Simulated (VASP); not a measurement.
# W (Immm) in VASP: notebook

Runs on W. Level: r2SCAN. Tasks: single point.

Everything below comes from runs of VASP 6.6.1. Logs are shortened: lines on timing, memory, paths and dates and some standing lists are left out, and cuts for length are marked.

## 1. The cell of the first run

It takes space group Immm (No. 71, orthorhombic). Conventional cell: a = 3.115 Å, b = 3.195 Å, c = 3.274 Å, α = 90.00°, β = 90.00°, γ = 90.00°. Within 3.6 Å of W (site symmetry mmm) lie 14 W at 2.77 to 3.27 Å.

## 2. Single point, r2SCAN (strain +0.0250 x Voigt [1, -1, 0, 0, 0, 0])

POSCAR

```
W
1.0
   -1.6372325000      1.5573675000      1.5973000000
    1.6372325000     -1.5573675000      1.5973000000
    1.6372325000      1.5573675000     -1.5973000000
W
1
Direct
    0.0000000000      0.0000000000      0.0000000000
```

INCAR.step1

```
PREC = Accurate
ENCUT = 520
ISMEAR = 0
SIGMA = 0.15
LREAL = F
LASPH = T
NELM = 80
NBANDS = 13
GGA = PE
ALGO = Normal
EDIFF = 1E-4
LWAVE = T
LCHARG = F
```

INCAR.step2

```
PREC = Accurate
ENCUT = 520
EDIFF = 1E-6
ISMEAR = 0
SIGMA = 0.15
LREAL = F
LASPH = T
NELM = 80
ALGO = Normal
ISIF = 2
LWAVE = F
LCHARG = F
METAGGA = R2SCAN
LMIXTAU = T
NBANDS = 13
ISTART = 1
```

KPOINTS

```
regular mesh
0
Gamma
  20 20 20
```

Potentials or basis: VASP PAW PBE potentials, release 64 (W_sv).

Started as:

```
$ cat potpaw_PBE.64/W_sv/POTCAR > POTCAR
$ cp INCAR.step1 INCAR
$ mpirun -np 1 vasp_std > vasp.out
$ cp INCAR.step2 INCAR
$ mpirun -np 1 vasp_std > vasp.out
```

OUTCAR:

```text
PREC = Accurate
   ENCUT = 520
   EDIFF = 1E-6
   ISMEAR = 0
   LREAL = F
   LASPH = T
   NELM = 80
   ISIF = 2
   METAGGA = R2SCAN
   ISTART = 1

 ion  position               nearest neighbor table
   1  0.000  0.000  0.000-

  LATTYP: Found a body centered orthorhombic cell.
 ALAT       =     3.1147350000
 B/A-ratio  =     1.0256410256
 C/A-ratio  =     1.0512820513

  Lattice vectors:

 A1 = (  -1.6372325000,  -1.5573675000,  -1.5973000000)
 A2 = (  -1.6372325000,   1.5573675000,   1.5973000000)
 A3 = (   1.6372325000,   1.5573675000,  -1.5973000000)

Analysis of symmetry for initial positions (statically):
=====================================================================
 Subroutine PRICEL returns:
 Original cell was already a primitive cell.

 Routine SETGRP: Setting up the symmetry group for a
 body centered orthorhombic supercell.

 Subroutine GETGRP returns: Found  8 space group operations
 (whereof  8 operations were pure point group operations)
 out of a pool of  8 trial point group operations.

The static configuration has the point symmetry D_2h.

Analysis of symmetry for dynamics (positions and initial velocities):
=====================================================================
 Subroutine PRICEL returns:
 Original cell was already a primitive cell.

 Routine SETGRP: Setting up the symmetry group for a
 body centered orthorhombic supercell.

 Subroutine GETGRP returns: Found  8 space group operations
 (whereof  8 operations were pure point group operations)
 out of a pool of  8 trial point group operations.

The dynamic configuration has the point symmetry D_2h.

 Subroutine INISYM returns: Found  8 space group operations
 (whereof  8 operations are pure point group operations),
 and found     1 'primitive' translations

----------------------------------------------------------------------------------------

                                     Primitive cell

  volume of cell :      16.2910

  direct lattice vectors                    reciprocal lattice vectors
    -1.637232500  1.557367500  1.597300000     0.000000000  0.321054600  0.313028235
     1.637232500 -1.557367500  1.597300000     0.305393400  0.000000000  0.313028235
     1.637232500  1.557367500 -1.597300000     0.305393400  0.321054600  0.000000000

  length of vectors
     2.767181071  2.767181071  2.767181071     0.448400192  0.437323456  0.443104034

  position of ions in fractional coordinates (direct lattice)
     0.000000000  0.000000000  0.000000000

  ion indices of the primitive-cell ions
   primitive index   ion index
                 1           1

----------------------------------------------------------------------------------------

 KPOINTS: regular mesh

Automatic generation of k-mesh.
 Grid dimensions read from file:
 generate k-points for:   20   20   20

 Generating k-lattice:

  Cartesian coordinates                     Fractional coordinates (reciprocal lattice)
     0.000000000  0.016052730  0.015651412     0.050000000 -0.000000000  0.000000000
     0.015269670  0.000000000  0.015651412     0.000000000  0.050000000 -0.000000000
     0.015269670  0.016052730  0.000000000     0.000000000 -0.000000000  0.050000000

  Length of vectors
     0.022420010  0.021866173  0.022155202

  Shift w.r.t. Gamma in fractional coordinates (k-lattice)
     0.000000000  0.000000000  0.000000000

 Subroutine IBZKPT returns following result:
 ===========================================

 Found   1166 irreducible k-points:

 Following reciprocal coordinates:
            Coordinates               Weight
  0.000000  0.000000  0.000000      1.000000
  0.050000  0.000000  0.000000      4.000000
  0.100000 -0.000000  0.000000      4.000000
  0.150000  0.000000 -0.000000      4.000000
  0.200000 -0.000000  0.000000      4.000000
  0.250000  0.000000  0.000000      4.000000
[... 16 lines left out ...]
 -0.450000  0.050000  0.000000      8.000000
 -0.400000  0.050000  0.000000      8.000000
 [... further k-points ...]
   k-points           NKPTS =   1166   k-points in BZ     NKDIM =   1166   number of bands    NBANDS=     13
   number of dos      NEDOS =    301   number of ions     NIONS =      1
   total plane-waves  NPLWV =  13824
   dimension x,y,z NGX =    24 NGY =   24 NGZ =   24
   dimension x,y,z NGXF=    48 NGYF=   48 NGZF=   48
   ions per type =               1
   NGX,Y,Z   is equivalent  to a cutoff of  14.42, 14.42, 14.42 a.u.
   NGXF,Y,Z  is equivalent  to a cutoff of  28.84, 28.84, 28.84 a.u.
 SYSTEM =  unknown system
   PREC   = accura    normal or accurate (medium, high low for compatibility)
   ISTART =      1    job   : 0-new  1-cont  2-samecut
   ICHARG =      0    charge: 1-file 2-atom 10-const
   ISPIN  =      1    spin polarized calculation?
   LNONCOLLINEAR =      F non collinear calculations
   LSORBIT =      F    spin-orbit coupling
   LASPH  =      T    aspherical Exc in radial PAW
   ENCUT  =  520.0 eV  38.22 Ry    6.18 a.u.   5.15  5.15  5.15*2*pi/ulx,y,z
   NELM   =     80;   NELMIN=  2; NELMDL=  0     # of ELM steps
   EDIFF  = 0.1E-05   stopping-criterion for ELM
   LREAL  =      F    real-space projection
   EDIFFG = 0.1E-04   stopping-criterion for IOM
   NSW    =      0    number of steps for IOM
   IBRION =     -1    ionic relax: 0-MD 1-quasi-New 2-CG
   NFREE  =      0    steps in history (QN), initial steepest desc. (CG)
   ISIF   =      2    stress and relaxation
   ISYM   =      2    0-nonsym 1-usesym 2-fastsym
   POTIM  = 0.5000    time-step for ionic-motion
   TEBEG  =    0.0;   TEEND  =   0.0 temperature during run
   PSTRESS=    0.0 pullay stress
   NELECT =      14.0000    total number of electrons
   NUPDOWN=      -1.0000    fix difference up-down
   EMIN   =  10.00;   EMAX   =-10.00  energy-range for DOS
   EFERMI =   0.00;   METHOD = LEGACY
   ISMEAR =     0;   SIGMA  =   0.15  broadening in eV -4-tet -1-fermi 0-gaus
   EFERMI_NEDOS =   21; number of points for ismear=-14 and -15
   IALGO  =     38    algorithm
   IMIX   =      4    mixing-type and parameters
     AMIX     =   0.40;   BMIX     =  1.00
     AMIX_MAG =   1.60;   BMIX_MAG =  1.00
  volume/ion in A,a.u.               =      16.29       109.94
  Fermi-wavevector in a.u.,A,eV,Ry     =   1.556449  2.941262 32.960564  2.422533
  Thomas-Fermi vector in A             =   2.660243
   LORBIT       =      0    0 simple, 1 ext, 2 COOP (PROOUT), +10 PAW based schemes
   METAGGA = R2SCAN    functional components
   LHFCALC =     F    Hartree Fock is set to
   AEXX    =    0.0000 exact exchange contribution
   IVDW    =     0    specifies the selected vdW correction
   LEPSILON=     F    determine dielectric tensor
   LRPA    =     F    only Hartree local field effects (RPA)
 non-spin polarized calculation
 Gauss-broadening in eV      SIGMA  =   0.15
  energy-cutoff  :      520.00
  volume of cell :       16.29
 maximum number of plane-waves:       460
 NGX is ok and might be reduce to    24
   NGX = 11   NGY = 11   NGZ = 11

 number of electron      14.0000000 magnetization

 Free energy of the ion-electron system (eV)
  ---------------------------------------------------
  ext. energy  EPLUGINS =         0.00000000
  ---------------------------------------------------
  free energy    TOTEN  =       -51.32982945 eV

  energy without entropy =      -51.32586422  energy(sigma->0) =      -51.32784684

 E-fermi :  10.9287     XC(G=0): -14.7831

 val. band max:       10.9074354981   @ k =  -0.2000  -0.3500   0.2000
 cond. band min:      10.9415561304   @ k =  -0.2500  -0.1500   0.1500
 fundamental gap:      0.0341206323
 Fermi energy:        10.9286901650

 k-point     1 :       0.0000    0.0000    0.0000
  band No.  band energies     occupation
      1     -65.2551      2.00000
      2     -28.1659      2.00000
      3     -28.1588      2.00000
      4     -28.1433      2.00000
      5       0.9245      2.00000
      6       9.3298      2.00000
      7       9.6957      2.00000
      8      10.0174      2.00000
      9      12.9794      0.00000
     10      13.7672      0.00000
     11      25.6187      0.00000
     12      26.1028      0.00000
     13      26.6421      0.00000

 k-point     2 :       0.0500    0.0000    0.0000
  band No.  band energies     occupation
      1     -65.2518      2.00000
      2     -28.1856      2.00000
      3     -28.1769      2.00000
      4     -28.1503      2.00000
      5       1.0507      2.00000
      6       9.3269      2.00000
      7       9.7348      2.00000
      8       9.9894      2.00000
      9      12.9823      0.00000
     10      13.6501      0.00000
     11      25.8393      0.00000
     12      26.2965      0.00000
     13      26.8410      0.00000

 k-point     3 :       0.1000   -0.0000    0.0000
  band No.  band energies     occupation
      1     -65.2421      2.00000
      2     -28.2794      2.00000
      3     -28.2084      2.00000
      4     -28.1540      2.00000
      5       1.4187      2.00000
      6       9.1664      2.00000
      7       9.8853      2.00000
      8      10.0177      2.00000
      9      12.9850      0.00000
     10      13.4009      0.00000
     11      26.4829      0.00000
     12      26.6809      0.00000
     13      27.4741      0.00000

 k-point     4 :       0.1500    0.0000   -0.0000
  band No.  band energies     occupation
      1     -65.2270      2.00000
      2     -28.4250      2.00000
      3     -28.2572      2.00000
      4     -28.1581      2.00000
      5       1.9947      2.00000
      6       8.8487      2.00000
      7       9.6705      2.00000
      8      10.5769      1.99909
      9      12.9576      0.00000
     10      13.2532      0.00000
     11      27.0038      0.00000
     12      27.5025      0.00000
     13      28.3097      0.00000

 k-point     5 :       0.2000   -0.0000    0.0000
  band No.  band energies     occupation
      1     -65.2080      2.00000
      2     -28.6047      2.00000
      3     -28.3182      2.00000
      4     -28.1629      2.00000
      5       2.7147      2.00000
      6       8.4618      2.00000
      7       9.3722      2.00000
      8      11.3587      0.00005
      9      12.9551      0.00000
     10      13.2994      0.00000
     11      26.9906      0.00000
     12      28.7660      0.00000
     13      28.8378      0.00000
[... 257 lines left out ...]
 k-point    22 :       0.5000    0.0500    0.0000
  band No.  band energies     occupation
      1     -65.1179      2.00000
      2     -29.3828      2.00000
      3     -28.6014      2.00000
      4     -28.1982      2.00000
      5       4.6221      2.00000
      6       6.9914      2.00000
      7      11.2258      0.00509
      8      13.5612      0.00000
      9      14.6133      0.00000
     10      17.0849      0.00000
     11      22.2762      0.00000
     12      23.0183      0.00000
     13      27.6068      0.00000

 k-point    23 :      -0.4500    0.0500    0.0000
  band No.  band energies     occupation
      1     -65.1244      2.00000
      2     -29.3291      2.00000
      3     -28.5801      2.00000
      4     -28.1970      2.00000
      5       4.6410      2.00000
      6       7.0860      2.00000
      7      10.6318      1.99488
      8      13.5561      0.00000
      9      14.4857      0.00000
     10      16.4158      0.00000
     11      23.0390      0.00000
     12      23.4152      0.00000
     13      28.4852      0.00000

 k-point    24 :      -0.4000    0.0500    0.0000
  band No.  band energies     occupation
      1     -65.1369      2.00000
      2     -29.2253      2.00000
      3     -28.5398      2.00000
      4     -28.1942      2.00000
      5       4.6102      2.00000
      6       7.2731      2.00000
      7       9.8428      2.00000
      8      13.4050      0.00000
      9      14.2821      0.00000
     10      15.3596      0.00000
     11      24.0935      0.00000
     12      24.4230      0.00000
     13      29.9395      0.00000

 [... further k-points ...]

------------------------ aborting loop because EDIFF is reached ----------------------------------------

  FORCE on cell =-STRESS in cart. coord.  units (eV):
  Direction    XX          YY          ZZ          XY          YZ          ZX
  --------------------------------------------------------------------------------------
  -------------------------------------------------------------------------------------
  Total       -1.4452439      0.2901244     -0.6273929      0.0000000      0.0000000      0.0000000
  in kB     -142.1358952     28.5329654    -61.7024248      0.0000000      0.0000000      0.0000000
  external PRESSURE =     -58.4351182 kB  Pullay stress =       0.0000000 kB

 VOLUME and BASIS-vectors are now :
 -----------------------------------------------------------------------------
  energy-cutoff  :      520.00
  volume of cell :       16.29
      direct lattice vectors                 reciprocal lattice vectors
    -1.637232500  1.557367500  1.597300000     0.000000000  0.321054600  0.313028235
     1.637232500 -1.557367500  1.597300000     0.305393400  0.000000000  0.313028235
     1.637232500  1.557367500 -1.597300000     0.305393400  0.321054600  0.000000000

 POSITION                                       TOTAL-FORCE (eV/Angst)
 -----------------------------------------------------------------------------------
      0.00000      0.00000      0.00000         0.000000     -0.000000      0.000000
 -----------------------------------------------------------------------------------
    total drift:                                0.000000      0.000000     -0.000000

  FREE ENERGIE OF THE ION-ELECTRON SYSTEM (eV)
  ---------------------------------------------------
  free  energy   TOTEN  =       -51.3298294483 eV

  energy  without entropy=      -51.3258642234  energy(sigma->0) =      -51.32784684
```

It took 4.2 min on 1 thread of Intel Xeon 6975P-C (Granite Rapids), shared host; peak memory 0.34 GiB.

Results:

```yaml
Free_energy: -51.3298 eV
Pressure: -5.8 GPa
Band_gap_on_the_k_mesh: zero (bands 7 and 8 overlap by 6.12 eV)
```

Stress tensor (GPa, compression positive):
```
-14.21   0.00   0.00
  0.00   2.85   0.00
  0.00   0.00  -6.17
```

Caveat: the cell differs from its parent crystal (strain +0.0250 x Voigt [1, -1, 0, 0, 0, 0]); the cell stands under tension; the PAW data sets were made with another functional, which shifts forces and pressure a little; spin-orbit coupling is left out, which moves the levels of the heavy elements.

[end of part 1 of 2]
